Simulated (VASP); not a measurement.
# Se (I4/mmm) in VASP: single point with PBE

Aim: the single point of Se with PBE.

Program: VASP 6.6.1. These are calculated values, not measurements. Logs are shortened: lines on timing, memory, paths and dates and some standing lists are left out, and cuts for length are marked.

### 1 The cell of the first run

Symmetry: I4/mmm, No. 139, tetragonal system. The conventional cell has a = 3.296 Å, b = 3.296 Å, c = 3.500 Å, α = 90.00°, β = 90.00°, γ = 90.00°. Within 3.8 Å of Se (site symmetry 4/mmm) lie 14 Se at 2.91 to 3.50 Å.

### 2 Single point, PBE (strained)

INCAR reads:

```
PREC = Accurate ; ENCUT = 520
EDIFF = 1E-7 ; ISMEAR = 0
SIGMA = 0.1 ; LREAL = F
LASPH = T ; NELM = 80
ALGO = Normal ; ISIF = 2
LWAVE = F ; LCHARG = F
GGA = PE ; NBANDS = 9
```

KPOINTS reads:

```
Automatic mesh
0
Gamma
  16 16 16
```

POSCAR reads:

```
Se
1.0
   -1.6479502590      1.7501571759      1.6479502590
    1.6479502590     -1.7501571759      1.6479502590
    1.6479502590      1.7501571759     -1.6479502590
Se
1
Direct
    0.0000000000      0.0000000000      0.0000000000
```

Potentials or basis: VASP PAW PBE potentials, release 64 (Se).

Command:

```sh
$ cat potpaw_PBE.64/Se/POTCAR > POTCAR
$ mpirun -np 1 vasp_std > vasp.out
```

OUTCAR:

```text
PREC = Accurate
   ENCUT = 520
   EDIFF = 1E-7
   ISMEAR = 0
   LREAL = F
   LASPH = T
   NELM = 80
   ISIF = 2
   GGA = PE

 ion  position               nearest neighbor table
   1  0.000  0.000  0.000-

  LATTYP: Found a body centered tetragonal cell.
 ALAT       =     3.2959005180
 C/A-ratio  =     1.0620206322

  Lattice vectors:

 A1 = (  -1.6479502590,  -1.7501571759,   1.6479502590)
 A2 = (   1.6479502590,  -1.7501571759,  -1.6479502590)
 A3 = (   1.6479502590,   1.7501571759,   1.6479502590)

Analysis of symmetry for initial positions (statically):
=====================================================================
 Subroutine PRICEL returns:
 Original cell was already a primitive cell.

 Routine SETGRP: Setting up the symmetry group for a
 body centered tetragonal supercell.

 Subroutine GETGRP returns: Found 16 space group operations
 (whereof 16 operations were pure point group operations)
 out of a pool of 16 trial point group operations.

The static configuration has the point symmetry D_4h.

Analysis of symmetry for dynamics (positions and initial velocities):
=====================================================================
 Subroutine PRICEL returns:
 Original cell was already a primitive cell.

 Routine SETGRP: Setting up the symmetry group for a
 body centered tetragonal supercell.

 Subroutine GETGRP returns: Found 16 space group operations
 (whereof 16 operations were pure point group operations)
 out of a pool of 16 trial point group operations.

The dynamic configuration has the point symmetry D_4h.

 Subroutine INISYM returns: Found 16 space group operations
 (whereof 16 operations are pure point group operations),
 and found     1 'primitive' translations

----------------------------------------------------------------------------------------

                                     Primitive cell

  volume of cell :      19.0119

  direct lattice vectors                    reciprocal lattice vectors
    -1.647950259  1.750157176  1.647950259     0.000000000  0.285688627  0.303407216
     1.647950259 -1.750157176  1.647950259     0.303407216  0.000000000  0.303407216
     1.647950259  1.750157176 -1.647950259     0.303407216  0.285688627  0.000000000

  length of vectors
     2.914537743  2.914537743  2.914537743     0.416742043  0.429082600  0.416742043

  position of ions in fractional coordinates (direct lattice)
     0.000000000  0.000000000  0.000000000

  ion indices of the primitive-cell ions
   primitive index   ion index
                 1           1

----------------------------------------------------------------------------------------

 KPOINTS: Automatic mesh

Automatic generation of k-mesh.
 Grid dimensions read from file:
 generate k-points for:   16   16   16

 Generating k-lattice:

  Cartesian coordinates                     Fractional coordinates (reciprocal lattice)
     0.000000000  0.017855539  0.018962951     0.062500000 -0.000000000  0.000000000
     0.018962951  0.000000000  0.018962951     0.000000000  0.062500000  0.000000000
     0.018962951  0.017855539  0.000000000     0.000000000 -0.000000000  0.062500000

  Length of vectors
     0.026046378  0.026817662  0.026046378

  Shift w.r.t. Gamma in fractional coordinates (k-lattice)
     0.000000000  0.000000000  0.000000000

 Subroutine IBZKPT returns following result:
 ===========================================

 Found    349 irreducible k-points:

 Following reciprocal coordinates:
            Coordinates               Weight
  0.000000  0.000000  0.000000      1.000000
  0.062500  0.000000 -0.000000      8.000000
  0.125000  0.000000 -0.000000      8.000000
  0.187500 -0.000000  0.000000      8.000000
  0.250000  0.000000 -0.000000      8.000000
  0.312500  0.000000 -0.000000      8.000000
[... 16 lines left out ...]
 -0.187500  0.062500 -0.000000     16.000000
 -0.125000  0.062500  0.000000      8.000000
 [... further k-points ...]
   k-points           NKPTS =    349   k-points in BZ     NKDIM =    349   number of bands    NBANDS=      9
   number of dos      NEDOS =    301   number of ions     NIONS =      1
   total plane-waves  NPLWV =  13824
   dimension x,y,z NGX =    24 NGY =   24 NGZ =   24
   dimension x,y,z NGXF=    48 NGYF=   48 NGZF=   48
   ions per type =               1
   NGX,Y,Z   is equivalent  to a cutoff of  13.69, 13.69, 13.69 a.u.
   NGXF,Y,Z  is equivalent  to a cutoff of  27.38, 27.38, 27.38 a.u.
 SYSTEM =  unknown system
   PREC   = accura    normal or accurate (medium, high low for compatibility)
   ISTART =      0    job   : 0-new  1-cont  2-samecut
   ICHARG =      2    charge: 1-file 2-atom 10-const
   ISPIN  =      1    spin polarized calculation?
   LNONCOLLINEAR =      F non collinear calculations
   LSORBIT =      F    spin-orbit coupling
   LASPH  =      T    aspherical Exc in radial PAW
   ENCUT  =  520.0 eV  38.22 Ry    6.18 a.u.   5.42  5.42  5.42*2*pi/ulx,y,z
   NELM   =     80;   NELMIN=  2; NELMDL= -5     # of ELM steps
   EDIFF  = 0.1E-06   stopping-criterion for ELM
   LREAL  =      F    real-space projection
   EDIFFG = 0.1E-05   stopping-criterion for IOM
   NSW    =      0    number of steps for IOM
   IBRION =     -1    ionic relax: 0-MD 1-quasi-New 2-CG
   NFREE  =      0    steps in history (QN), initial steepest desc. (CG)
   ISIF   =      2    stress and relaxation
   ISYM   =      2    0-nonsym 1-usesym 2-fastsym
   POTIM  = 0.5000    time-step for ionic-motion
   TEBEG  =    0.0;   TEEND  =   0.0 temperature during run
   PSTRESS=    0.0 pullay stress
   NELECT =       6.0000    total number of electrons
   NUPDOWN=      -1.0000    fix difference up-down
   EMIN   =  10.00;   EMAX   =-10.00  energy-range for DOS
   EFERMI =   0.00;   METHOD = LEGACY
   ISMEAR =     0;   SIGMA  =   0.10  broadening in eV -4-tet -1-fermi 0-gaus
   EFERMI_NEDOS =   21; number of points for ismear=-14 and -15
   IALGO  =     38    algorithm
   IMIX   =      4    mixing-type and parameters
     AMIX     =   0.40;   BMIX     =  1.00
     AMIX_MAG =   1.60;   BMIX_MAG =  1.00
  volume/ion in A,a.u.               =      19.01       128.30
  Fermi-wavevector in a.u.,A,eV,Ry     =   1.114594  2.106278 16.902797  1.242321
  Thomas-Fermi vector in A             =   2.251191
   LORBIT       =      0    0 simple, 1 ext, 2 COOP (PROOUT), +10 PAW based schemes
   GGA     = PE    functional components
   LHFCALC =     F    Hartree Fock is set to
   AEXX    =    0.0000 exact exchange contribution
   IVDW    =     0    specifies the selected vdW correction
   LEPSILON=     F    determine dielectric tensor
   LRPA    =     F    only Hartree local field effects (RPA)
 non-spin polarized calculation
 Gauss-broadening in eV      SIGMA  =   0.10
  energy-cutoff  :      520.00
  volume of cell :       19.01
 maximum number of plane-waves:       524
 NGX is ok and might be reduce to    24
   NGX = 11   NGY = 11   NGZ = 11

 number of electron       6.0000000 magnetization

 Free energy of the ion-electron system (eV)
  ---------------------------------------------------
  ext. energy  EPLUGINS =         0.00000000
  ---------------------------------------------------
  free energy    TOTEN  =        -2.87882205 eV

  energy without entropy =       -2.87454873  energy(sigma->0) =       -2.87668539

 E-fermi :   6.3784     XC(G=0): -10.9076

 val. band max:        6.3758332015   @ k =  -0.1250   0.3125   0.0625
 cond. band min:       6.4138701307   @ k =  -0.1875   0.3125   0.1875
 fundamental gap:      0.0380369293
 Fermi energy:         6.3784190161

 k-point     1 :       0.0000    0.0000    0.0000
  band No.  band energies     occupation
      1     -10.3919      2.00000
      2       9.5906      0.00000
      3       9.7021      0.00000
      4       9.7021      0.00000
      5      18.3878      0.00000
      6      18.5493      0.00000
      7      18.5493      0.00000
      8      19.7481      0.00000
      9      21.2423      0.00000

 k-point     2 :       0.0625    0.0000   -0.0000
  band No.  band energies     occupation
      1     -10.3047      2.00000
      2       9.0609      0.00000
      3       9.5194      0.00000
      4       9.6224      0.00000
      5      18.2628      0.00000
      6      18.5226      0.00000
      7      18.9721      0.00000
      8      19.7576      0.00000
      9      20.6313      0.00000

 k-point     3 :       0.1250    0.0000   -0.0000
  band No.  band energies     occupation
      1     -10.0450      2.00000
      2       7.6453      0.00000
      3       9.0521      0.00000
      4       9.5439      0.00000
      5      17.4201      0.00000
      6      17.9699      0.00000
      7      20.0029      0.00000
      8      20.5110      0.00000
      9      20.6742      0.00000

 k-point     4 :       0.1875   -0.0000    0.0000
  band No.  band energies     occupation
      1      -9.6195      2.00000
      2       5.8730      2.00000
      3       8.4578      0.00000
      4       9.4278      0.00000
      5      16.3436      0.00000
      6      17.1722      0.00000
      7      20.4048      0.00000
      8      21.1464      0.00000
      9      21.9439      0.00000

 k-point     5 :       0.2500    0.0000   -0.0000
  band No.  band energies     occupation
      1      -9.0425      2.00000
      2       4.0259      2.00000
      3       7.8644      0.00000
      4       9.2869      0.00000
      5      15.3766      0.00000
      6      16.4270      0.00000
      7      20.7335      0.00000
      8      21.4282      0.00000
      9      23.7740      0.00000

 k-point     6 :       0.3125    0.0000   -0.0000
  band No.  band energies     occupation
      1      -8.3438      2.00000
      2       2.2623      2.00000
      3       7.3503      0.00000
      4       9.1427      0.00000
      5      14.6083      0.00000
      6      15.8167      0.00000
      7      21.0904      0.00000
      8      22.1865      0.00000
      9      25.8857      0.00000
[... 169 lines left out ...]
 k-point    21 :      -0.3125    0.0625    0.0000
  band No.  band energies     occupation
      1      -8.6650      2.00000
      2       3.1862      2.00000
      3       7.2569      0.00000
      4       9.0045      0.00000
      5      15.3219      0.00000
      6      16.4209      0.00000
      7      20.7116      0.00000
      8      22.2190      0.00000
      9      23.7470      0.00000

 k-point    22 :      -0.2500    0.0625    0.0000
  band No.  band energies     occupation
      1      -9.3016      2.00000
      2       4.9512      2.00000
      3       7.8685      0.00000
      4       9.1921      0.00000
      5      16.1512      0.00000
      6      16.9786      0.00000
      7      20.1431      0.00000
      8      21.6677      0.00000
      9      22.3152      0.00000

 k-point    23 :      -0.1875    0.0625   -0.0000
  band No.  band energies     occupation
      1      -9.7989      2.00000
      2       6.6785      0.00002
      3       8.5559      0.00000
      4       9.3601      0.00000
      5      17.1377      0.00000
      6      17.5941      0.00000
      7      19.7648      0.00000
      8      20.3713      0.00000
      9      22.2353      0.00000

 k-point    24 :      -0.1250    0.0625    0.0000
  band No.  band energies     occupation
      1     -10.1366      2.00000
      2       8.1481      0.00000
      3       9.1879      0.00000
      4       9.5027      0.00000
      5      18.0477      0.00000
      6      18.1272      0.00000
      7      19.2961      0.00000
      8      20.0044      0.00000
      9      20.7113      0.00000

 [... further k-points ...]

------------------------ aborting loop because EDIFF is reached ----------------------------------------

  FORCE on cell =-STRESS in cart. coord.  units (eV):
  Direction    XX          YY          ZZ          XY          YZ          ZX
  --------------------------------------------------------------------------------------
  -------------------------------------------------------------------------------------
  Total        0.8229530      0.3806021      0.8229530     -0.0000000      0.0000000      0.0000000
  in kB       69.3522247     32.0742524     69.3522247     -0.0000000      0.0000000      0.0000000
  external PRESSURE =      56.9262339 kB  Pullay stress =       0.0000000 kB

 VOLUME and BASIS-vectors are now :
 -----------------------------------------------------------------------------
  energy-cutoff  :      520.00
  volume of cell :       19.01
      direct lattice vectors                 reciprocal lattice vectors
    -1.647950259  1.750157176  1.647950259     0.000000000  0.285688627  0.303407216
     1.647950259 -1.750157176  1.647950259     0.303407216  0.000000000  0.303407216
     1.647950259  1.750157176 -1.647950259     0.303407216  0.285688627  0.000000000

 POSITION                                       TOTAL-FORCE (eV/Angst)
 -----------------------------------------------------------------------------------
      0.00000      0.00000      0.00000         0.000000     -0.000000      0.000000
 -----------------------------------------------------------------------------------
    total drift:                                0.000000     -0.000000      0.000000

  FREE ENERGIE OF THE ION-ELECTRON SYSTEM (eV)
  ---------------------------------------------------
  free  energy   TOTEN  =        -2.8788220544 eV

  energy  without entropy=       -2.8745487302  energy(sigma->0) =       -2.87668539
```

Run time: 23 s. Hardware: 1 thread of Intel Xeon Platinum 8259CL at 2.50GHz (Skylake/Cascade Lake), shared host; peak memory 0.18 GiB.

Results:

```yaml
Free_energy: -2.8788 eV
Pressure: 5.7 GPa
Band_gap_on_the_k_mesh: zero (band 3 reaches 9.70 eV, above the bottom of band 4 at 2.51 eV)
```

Levels at points of the mesh, in eV from the Fermi level:
| k point | band 1 | band 2 | band 3 | band 4 | band 5 | band 6 | band 7 |
| --- | --- | --- | --- | --- | --- | --- | --- |
| (0.00, 0.00, 0.00) | -16.77 | 3.21 | 3.32 | 3.32 | 12.01 | 12.17 | 12.17 |
| (0.50, 0.00, 0.00) | -13.02 | -7.27 | 0.26 | 2.53 | 7.24 | 8.63 | 16.91 |
| (0.00, 0.50, 0.00) | -12.73 | -7.11 | -0.31 | 1.75 | 6.44 | 7.54 | 18.73 |
| (0.50, 0.50, 0.50) | -10.27 | -4.19 | -3.14 | -3.14 | 3.58 | 4.03 | 23.09 |

Caveat: the cell differs from its parent crystal (strained).
